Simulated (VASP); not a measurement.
# Hf4Te (Pm-3m) in VASP: notebook

Runs on Hf4Te. Level: PBE. Tasks: single point, relaxation of cell and atoms.

All numbers are computed with VASP 6.6.1; they aren't measurements. Logs are shortened: lines on timing, memory, paths and dates and some standing lists are left out, and cuts for length are marked.

## Step 1: The cell of the first run

The structure is cubic, space group Pm-3m (No. 221). The conventional cell has a = 4.727 Å, b = 4.727 Å, c = 4.727 Å, α = 90.00°, β = 90.00°, γ = 90.00°. Within 3.1 Å of Hf (site symmetry m-3m) lie 6 Hf at 2.36 Å. Hf (site symmetry 4/mmm) has 2 Hf at 2.36 Å within 3.1 Å. Te (site symmetry m-3m) has 20 Hf at 3.34 to 4.09 Å within 4.4 Å.

## Step 2: Single point, PBE

File INCAR:

```
PREC = Accurate
ENCUT = 520
EDIFF = 1E-7
ISMEAR = 0
SIGMA = 0.1
LREAL = False
LASPH = True
NELM = 60
ALGO = Normal
ISIF = 2
LWAVE = False
LCHARG = True
GGA = PE
LELF = True
LVHAR = True
NBANDS = 31
```

File KPOINTS:

```
Automatic mesh
0
Gamma
  4 4 4
```

File POSCAR:

```
Hf4Te
1.0
    4.7267402600      0.0000000000      0.0000000000
    0.0000000000      4.7267402600      0.0000000000
    0.0000000000      0.0000000000      4.7267402600
Hf Te
4 1
Direct
    0.5000000000      0.5000000000      0.5000000000
    0.0000000000      0.5000000000      0.5000000000
    0.5000000000      0.0000000000      0.5000000000
    0.5000000000      0.5000000000      0.0000000000
    0.0000000000      0.0000000000      0.0000000000
```

Potentials or basis: VASP PAW PBE potentials, release 64 (Hf_pv, Te).

Run with:

```bash
> cat potpaw_PBE.64/Hf_pv/POTCAR potpaw_PBE.64/Te/POTCAR > POTCAR
> mpirun -np 1 vasp_std > vasp.out
```

OUTCAR:

```text
PREC = Accurate
   ENCUT = 520
   EDIFF = 1E-7
   ISMEAR = 0
   LREAL = False
   LASPH = True
   NELM = 60
   ISIF = 2
   GGA = PE

 ion  position               nearest neighbor table
   1  0.500  0.500  0.500-   2 2.36   3 2.36   4 2.36   4 2.36   3 2.36   2 2.36
   2  0.000  0.500  0.500-   1 2.36   1 2.36   4 3.34   5 3.34   4 3.34   5 3.34   3 3.34   5 3.34
                             5 3.34   3 3.34   3 3.34   4 3.34   4 3.34   3 3.34
   3  0.500  0.000  0.500-   1 2.36   1 2.36   4 3.34   5 3.34   4 3.34   5 3.34   2 3.34   2 3.34
                             4 3.34   4 3.34   2 3.34   5 3.34   5 3.34   2 3.34
   4  0.500  0.500  0.000-   1 2.36   1 2.36   3 3.34   5 3.34   2 3.34   2 3.34   3 3.34   3 3.34
                             5 3.34   3 3.34   2 3.34   5 3.34   2 3.34   5 3.34
   5  0.000  0.000  0.000-   2 3.34   3 3.34   4 3.34   2 3.34   3 3.34   2 3.34   4 3.34   2 3.34
                             3 3.34   4 3.34   3 3.34   4 3.34

  LATTYP: Found a simple cubic cell.
 ALAT       =     4.7267402600

  Lattice vectors:

 A1 = (   4.7267402600,   0.0000000000,   0.0000000000)
 A2 = (   0.0000000000,   4.7267402600,   0.0000000000)
 A3 = (   0.0000000000,   0.0000000000,   4.7267402600)

Analysis of symmetry for initial positions (statically):
=====================================================================
 Subroutine PRICEL returns:
 Original cell was already a primitive cell.

 Routine SETGRP: Setting up the symmetry group for a
 simple cubic supercell.

 Subroutine GETGRP returns: Found 48 space group operations
 (whereof 48 operations were pure point group operations)
 out of a pool of 48 trial point group operations.

The static configuration has the point symmetry O_h .

Analysis of symmetry for dynamics (positions and initial velocities):
=====================================================================
 Subroutine PRICEL returns:
 Original cell was already a primitive cell.

 Routine SETGRP: Setting up the symmetry group for a
 simple cubic supercell.

 Subroutine GETGRP returns: Found 48 space group operations
 (whereof 48 operations were pure point group operations)
 out of a pool of 48 trial point group operations.

The dynamic configuration has the point symmetry O_h .

 Subroutine INISYM returns: Found 48 space group operations
 (whereof 48 operations are pure point group operations),
 and found     1 'primitive' translations

----------------------------------------------------------------------------------------

                                     Primitive cell

  volume of cell :     105.6052

  direct lattice vectors                    reciprocal lattice vectors
     4.726740260  0.000000000  0.000000000     0.211562291  0.000000000  0.000000000
     0.000000000  4.726740260  0.000000000     0.000000000  0.211562291  0.000000000
     0.000000000  0.000000000  4.726740260     0.000000000  0.000000000  0.211562291

  length of vectors
     4.726740260  4.726740260  4.726740260     0.211562291  0.211562291  0.211562291

  position of ions in fractional coordinates (direct lattice)
     0.500000000  0.500000000  0.500000000
     0.000000000  0.500000000  0.500000000
     0.500000000  0.000000000  0.500000000
     0.500000000  0.500000000  0.000000000
     0.000000000  0.000000000  0.000000000

  ion indices of the primitive-cell ions
   primitive index   ion index
                 1           1
                 2           2
                 3           3
                 4           4
                 5           5

----------------------------------------------------------------------------------------

 KPOINTS: Automatic mesh

Automatic generation of k-mesh.
 Grid dimensions read from file:
 generate k-points for:    4    4    4

 Generating k-lattice:

  Cartesian coordinates                     Fractional coordinates (reciprocal lattice)
     0.052890573  0.000000000  0.000000000     0.250000000  0.000000000  0.000000000
     0.000000000  0.052890573  0.000000000     0.000000000  0.250000000  0.000000000
     0.000000000  0.000000000  0.052890573     0.000000000  0.000000000  0.250000000

  Length of vectors
     0.052890573  0.052890573  0.052890573

  Shift w.r.t. Gamma in fractional coordinates (k-lattice)
     0.000000000  0.000000000  0.000000000

 Subroutine IBZKPT returns following result:
 ===========================================

 Found     10 irreducible k-points:

 Following reciprocal coordinates:
            Coordinates               Weight
  0.000000  0.000000  0.000000      1.000000
  0.250000  0.000000  0.000000      6.000000
  0.500000  0.000000  0.000000      3.000000
  0.250000  0.250000  0.000000     12.000000
  0.500000  0.250000  0.000000     12.000000
  0.500000  0.500000  0.000000      3.000000
  0.250000  0.250000  0.250000      8.000000
  0.500000  0.250000  0.250000     12.000000
  0.500000  0.500000  0.250000      6.000000
  0.500000  0.500000  0.500000      1.000000
   k-points           NKPTS =     10   k-points in BZ     NKDIM =     10   number of bands    NBANDS=     31
   number of dos      NEDOS =    301   number of ions     NIONS =      5
   total plane-waves  NPLWV =  46656
   dimension x,y,z NGX =    36 NGY =   36 NGZ =   36
   dimension x,y,z NGXF=    72 NGYF=   72 NGZF=   72
   ions per type =               4   1
   NGX,Y,Z   is equivalent  to a cutoff of  12.66, 12.66, 12.66 a.u.
   NGXF,Y,Z  is equivalent  to a cutoff of  25.32, 25.32, 25.32 a.u.
 SYSTEM =  unknown system
   PREC   = accura    normal or accurate (medium, high low for compatibility)
   ISTART =      0    job   : 0-new  1-cont  2-samecut
   ICHARG =      2    charge: 1-file 2-atom 10-const
   ISPIN  =      1    spin polarized calculation?
   LNONCOLLINEAR =      F non collinear calculations
   LSORBIT =      F    spin-orbit coupling
   LASPH  =      T    aspherical Exc in radial PAW
   ENCUT  =  520.0 eV  38.22 Ry    6.18 a.u.   8.79  8.79  8.79*2*pi/ulx,y,z
   NELM   =     60;   NELMIN=  2; NELMDL= -5     # of ELM steps
   EDIFF  = 0.1E-06   stopping-criterion for ELM
   LREAL  =      F    real-space projection
   EDIFFG = 0.1E-05   stopping-criterion for IOM
   NSW    =      0    number of steps for IOM
   IBRION =     -1    ionic relax: 0-MD 1-quasi-New 2-CG
   NFREE  =      0    steps in history (QN), initial steepest desc. (CG)
   ISIF   =      2    stress and relaxation
   ISYM   =      2    0-nonsym 1-usesym 2-fastsym
   POTIM  = 0.5000    time-step for ionic-motion
   TEBEG  =    0.0;   TEEND  =   0.0 temperature during run
   PSTRESS=    0.0 pullay stress
   NELECT =      46.0000    total number of electrons
   NUPDOWN=      -1.0000    fix difference up-down
   EMIN   =  10.00;   EMAX   =-10.00  energy-range for DOS
   EFERMI =   0.00;   METHOD = LEGACY
   ISMEAR =     0;   SIGMA  =   0.10  broadening in eV -4-tet -1-fermi 0-gaus
   EFERMI_NEDOS =   21; number of points for ismear=-14 and -15
   IALGO  =     38    algorithm
   IMIX   =      4    mixing-type and parameters
     AMIX     =   0.40;   BMIX     =  1.00
     AMIX_MAG =   1.60;   BMIX_MAG =  1.00
  volume/ion in A,a.u.               =      21.12       142.53
  Fermi-wavevector in a.u.,A,eV,Ry     =   1.240983  2.345117 20.953488  1.540038
  Thomas-Fermi vector in A             =   2.375400
   LORBIT       =      0    0 simple, 1 ext, 2 COOP (PROOUT), +10 PAW based schemes
   GGA     = PE    functional components
   LHFCALC =     F    Hartree Fock is set to
   AEXX    =    0.0000 exact exchange contribution
   IVDW    =     0    specifies the selected vdW correction
   LEPSILON=     F    determine dielectric tensor
   LRPA    =     F    only Hartree local field effects (RPA)
 non-spin polarized calculation
 Gauss-broadening in eV      SIGMA  =   0.10
  energy-cutoff  :      520.00
  volume of cell :      105.61
 maximum number of plane-waves:      2897
 NGX is ok and might be reduce to    36
   NGX = 17   NGY = 17   NGZ = 17

 number of electron      45.9999989 magnetization

 Free energy of the ion-electron system (eV)
  ---------------------------------------------------
  ext. energy  EPLUGINS =         0.00000000
  ---------------------------------------------------
  free energy    TOTEN  =       -34.85468387 eV

  energy without entropy =      -34.80925165  energy(sigma->0) =      -34.83196776

 E-fermi :   6.5931     XC(G=0): -11.3170

 val. band max:        6.5884859351   @ k =   0.5000   0.2500   0.2500
 cond. band min:       6.5959036349   @ k =   0.5000   0.2500   0.0000
 fundamental gap:      0.0074176998
 Fermi energy:         6.5931042271

 k-point     1 :       0.0000    0.0000    0.0000
  band No.  band energies     occupation
      1     -25.6881      2.00000
      2     -25.6881      2.00000
      3     -25.6881      2.00000
      4     -23.9951      2.00000
      5     -23.9951      2.00000
      6     -23.9951      2.00000
[... 23 lines left out ...]
     30      11.7980      0.00000
     31      11.8076      0.00000

 k-point     2 :       0.2500    0.0000    0.0000
  band No.  band energies     occupation
      1     -25.6701      2.00000
      2     -25.6701      2.00000
      3     -25.1958      2.00000
      4     -24.0103      2.00000
      5     -24.0103      2.00000
      6     -24.0016      2.00000
[... 23 lines left out ...]
     30       9.7182      0.00000
     31      10.0246      0.00000

 k-point     3 :       0.5000    0.0000    0.0000
  band No.  band energies     occupation
      1     -25.6517      2.00000
      2     -25.6517      2.00000
      3     -24.2462      2.00000
      4     -24.1988      2.00000
      5     -24.0297      2.00000
      6     -24.0297      2.00000
[... 227 lines left out ...]
     30       9.5656      0.00000
     31       9.7234      0.00000

 k-point    10 :       0.5000    0.5000    0.5000
  band No.  band energies     occupation
      1     -24.3818      2.00000
      2     -24.1858      2.00000
      3     -24.1858      2.00000
      4     -24.1858      2.00000
      5     -24.1757      2.00000
      6     -24.1757      2.00000
[... 23 lines left out ...]
     30       9.4134      0.00000
     31       9.4134      0.00000

------------------------ aborting loop because EDIFF is reached ----------------------------------------

  FORCE on cell =-STRESS in cart. coord.  units (eV):
  Direction    XX          YY          ZZ          XY          YZ          ZX
  --------------------------------------------------------------------------------------
  -------------------------------------------------------------------------------------
  Total       18.9867830     18.9867830     18.9867830      0.0000000      0.0000000      0.0000000
  in kB      288.0558875    288.0558875    288.0558875      0.0000000      0.0000000      0.0000000
  external PRESSURE =     288.0558875 kB  Pullay stress =       0.0000000 kB

 VOLUME and BASIS-vectors are now :
 -----------------------------------------------------------------------------
  energy-cutoff  :      520.00
  volume of cell :      105.61
      direct lattice vectors                 reciprocal lattice vectors
     4.726740260  0.000000000  0.000000000     0.211562291  0.000000000  0.000000000
     0.000000000  4.726740260  0.000000000     0.000000000  0.211562291  0.000000000
     0.000000000  0.000000000  4.726740260     0.000000000  0.000000000  0.211562291

 POSITION                                       TOTAL-FORCE (eV/Angst)
 -----------------------------------------------------------------------------------
      2.36337      2.36337      2.36337         0.000000      0.000000      0.000000
      0.00000      2.36337      2.36337         0.000000      0.000000      0.000000
      2.36337      0.00000      2.36337         0.000000      0.000000      0.000000
      2.36337      2.36337      0.00000         0.000000      0.000000      0.000000
      0.00000      0.00000      0.00000         0.000000      0.000000      0.000000
 -----------------------------------------------------------------------------------
    total drift:                                0.000000      0.000000      0.000000

  FREE ENERGIE OF THE ION-ELECTRON SYSTEM (eV)
  ---------------------------------------------------
  free  energy   TOTEN  =       -34.8546838746 eV

  energy  without entropy=      -34.8092516505  energy(sigma->0) =      -34.83196776
```

Wall time 18 s (1 thread of Intel Xeon 6975P-C (Granite Rapids), shared host); peak memory 0.21 GiB.

What came out:

```
Free energy            : -34.8547 eV
Pressure               : 28.8 GPa
Band gap on the k mesh : zero (band 23 reaches 7.48 eV, above the bottom of band 24 at 5.08 eV)
```

Caveat: spin-orbit coupling is left out, which moves the levels of the heavy elements.

## Step 3: Single point, PBE

This run uses another cell than the first one, of 28.03 Å³/atom, 1.327 times its volume.

File INCAR:

```
ALGO = Normal
EDIFF = 1E-7
ENCUT = 520
GGA = PE
ISIF = 2
ISMEAR = 0
LASPH = True
LCHARG = True
LELF = True
LREAL = False
LVHAR = True
LWAVE = False
NBANDS = 31
NELM = 100
PREC = Accurate
SIGMA = 0.1
```

File KPOINTS:

```
k-points
0
Gamma
  4 4 4
```

Changes to POSCAR since step 2:

```diff
@@ -2,5 +2,5 @@
 1.0
-    4.7267402600      0.0000000000      0.0000000000
-    0.0000000000      4.7267402600      0.0000000000
-    0.0000000000      0.0000000000      4.7267402600
+    5.1943467958      0.0000000000      0.0000000000
+    0.0000000000      5.1943467958      0.0000000000
+    0.0000000000      0.0000000000      5.1943467958
 Hf Te
```

Potentials or basis: VASP PAW PBE potentials, release 64 (Hf_pv, Te).

Run with:

```bash
> cat potpaw_PBE.64/Hf_pv/POTCAR potpaw_PBE.64/Te/POTCAR > POTCAR
> mpirun -np 1 vasp_std > vasp.out
```

Wall time 28 s (1 thread of Intel Xeon 6975P-C (Granite Rapids), shared host); peak memory 0.25 GiB.

Results (log left out):

| Property | Result |
| --- | --- |
| Free energy | -37.2674 eV |
| Pressure | -0.3 GPa |
| Band gap on the k mesh | zero (band 23 reaches 4.85 eV, above the bottom of band 24 at 3.47 eV) |

Levels at points of the mesh, in eV from the Fermi level:
```tsv
k point	band 21	band 22	band 23	band 24	band 25	band 26
(0.00, 0.00, 0.00)	-2.21	-2.21	-0.83	-0.83	-0.44	1.49
(0.50, 0.00, 0.00)	-0.67	-0.67	-0.26	0.09	0.09	0.15
(0.50, 0.50, 0.00)	-0.38	-0.37	-0.31	-0.24	1.20	1.43
(0.50, 0.50, 0.50)	0.47	0.56	0.56	0.56	1.49	1.49
```

Caveat: spin-orbit coupling is left out, which moves the levels of the heavy elements.

## Step 4: Relaxation of cell and atoms, PBE

File INCAR:

```
SYSTEM = Hf4Te
ALGO = Normal
EDIFF = 1E-7
EDIFFG = -0.04
ENCUT = 600
GGA = PE
IBRION = 2
ISIF = 3
ISMEAR = 0
LASPH = .TRUE.
LCHARG = .FALSE.
LREAL = .FALSE.
LWAVE = .FALSE.
NELM = 100
NSW = 90
PREC = Accurate
SIGMA = 0.1
```

File KPOINTS:

```
k-points
0
G
  4 4 4
  0 0 0
```

Changes to POSCAR since step 3:

```diff
@@ -2,5 +2,5 @@
 1.0
-    5.1943467958      0.0000000000      0.0000000000
-    0.0000000000      5.1943467958      0.0000000000
-    0.0000000000      0.0000000000      5.1943467958
+    4.7267402600      0.0000000000      0.0000000000
+    0.0000000000      4.7267402600      0.0000000000
+    0.0000000000      0.0000000000      4.7267402600
 Hf Te
```

Potentials or basis: VASP PAW PBE potentials, release 64 (Hf_pv, Te).

Run with:

```bash
> cat potpaw_PBE.64/Hf_pv/POTCAR potpaw_PBE.64/Te/POTCAR > POTCAR
> mpirun -np 1 vasp_std > vasp.out
```

OUTCAR:

```text
SYSTEM = Hf4Te
   EDIFF = 1E-7
   EDIFFG = -0.04
   ENCUT = 600
   GGA = PE
   IBRION = 2
   ISIF = 3
   ISMEAR = 0
   LASPH = .TRUE.
   LREAL = .FALSE.
   NELM = 100
   NSW = 90
   PREC = Accurate

 ion  position               nearest neighbor table
   1  0.500  0.500  0.500-   2 2.36   3 2.36   4 2.36   4 2.36   3 2.36   2 2.36
   2  0.000  0.500  0.500-   1 2.36   1 2.36   4 3.34   5 3.34   4 3.34   5 3.34   3 3.34   5 3.34
                             5 3.34   3 3.34   3 3.34   4 3.34   4 3.34   3 3.34
   3  0.500  0.000  0.500-   1 2.36   1 2.36   4 3.34   5 3.34   4 3.34   5 3.34   2 3.34   2 3.34
                             4 3.34   4 3.34   2 3.34   5 3.34   5 3.34   2 3.34
   4  0.500  0.500  0.000-   1 2.36   1 2.36   3 3.34   5 3.34   2 3.34   2 3.34   3 3.34   3 3.34
                             5 3.34   3 3.34   2 3.34   5 3.34   2 3.34   5 3.34
   5  0.000  0.000  0.000-   2 3.34   3 3.34   4 3.34   2 3.34   3 3.34   2 3.34   4 3.34   2 3.34
                             3 3.34   4 3.34   3 3.34   4 3.34

  LATTYP: Found a simple cubic cell.
 ALAT       =     4.7267402600

  Lattice vectors:

[... 219 lines left out ...]
 k-point     1 :       0.0000    0.0000    0.0000
  band No.  band energies     occupation
      1     -29.1513      2.00000
      2     -29.1513      2.00000
      3     -29.1513      2.00000
      4     -29.1343      2.00000
      5     -29.1343      2.00000
      6     -29.1343      2.00000
[... 366 lines left out ...]
--------------------------------------- Ionic step        4  -------------------------------------------

 number of electron      46.0000007 magnetization

 Free energy of the ion-electron system (eV)
  ---------------------------------------------------
  ext. energy  EPLUGINS =         0.00000000
  ---------------------------------------------------
  free energy    TOTEN  =       -37.26525859 eV

  energy without entropy =      -37.22794815  energy(sigma->0) =      -37.24660337

 E-fermi :   4.3505     XC(G=0): -10.0751

 val. band max:        4.3127777356   @ k =   0.5000   0.2500   0.0000
 cond. band min:       4.4006812132   @ k =   0.5000   0.5000   0.2500
 fundamental gap:      0.0879034777
 Fermi energy:         4.3504866485

 k-point     1 :       0.0000    0.0000    0.0000
  band No.  band energies     occupation
      1     -27.2832      2.00000
      2     -27.2832      2.00000
      3     -27.2832      2.00000
      4     -26.9622      2.00000
      5     -26.9622      2.00000
      6     -26.9622      2.00000
[... 321 lines left out ...]
  FREE ENERGIE OF THE ION-ELECTRON SYSTEM (eV)
  ---------------------------------------------------
  free  energy   TOTEN  =       -37.2652585888 eV

  energy  without entropy=      -37.2279481454  energy(sigma->0) =      -37.24660337

 reached required accuracy - stopping structural energy minimisation
```

Wall time 81 s (1 thread of Intel Xeon 6975P-C (Granite Rapids), shared host); peak memory 0.25 GiB.

Results:

```yaml
Free_energy: -37.2653 eV
Relaxed_volume: 27.84 Å³/atom
Relaxed_cell: a = 5.182 Å, b = 5.182 Å, c = 5.182 Å, α = 90.00°, β = 90.00°, γ = 90.00°
Space_group_after_relaxing_to_0.05_Å: Pm-3m (No. 221)
Energy_gained_by_relaxing: 481.9 meV/atom
Ionic_steps: 4
Pressure_after_relaxing: 0.1 GPa
Band_gap_on_the_k_mesh: zero (band 23 reaches 4.90 eV, above the bottom of band 24 at 3.51 eV)
```

Step by step:
```csv
step,energy change (eV),largest force (eV/Å),pressure (GPa),volume (Å³)
1,0.0000,0.0000,28.80,105.61
2,-1.2571,0.0000,-8.59,174.92
3,-2.4091,0.0000,-0.26,139.94
4,-2.4096,0.0000,0.05,139.19
```

Final structure:
```
CELL_PARAMETERS angstrom
5.18243 0.00000 0.00000
0.00000 5.18243 0.00000
0.00000 0.00000 5.18243
ATOMIC_POSITIONS crystal
Hf 0.50000 0.50000 0.50000
Hf 0.00000 0.50000 0.50000
Hf 0.50000 0.00000 0.50000
Hf 0.50000 0.50000 0.00000
Te 0.00000 0.00000 0.00000
```

Caveat: the volume moved by over 15 % at a fixed basis, so the end points are rough; spin-orbit coupling is left out, which moves the levels of the heavy elements.

(Continued in part 2 of 2.)
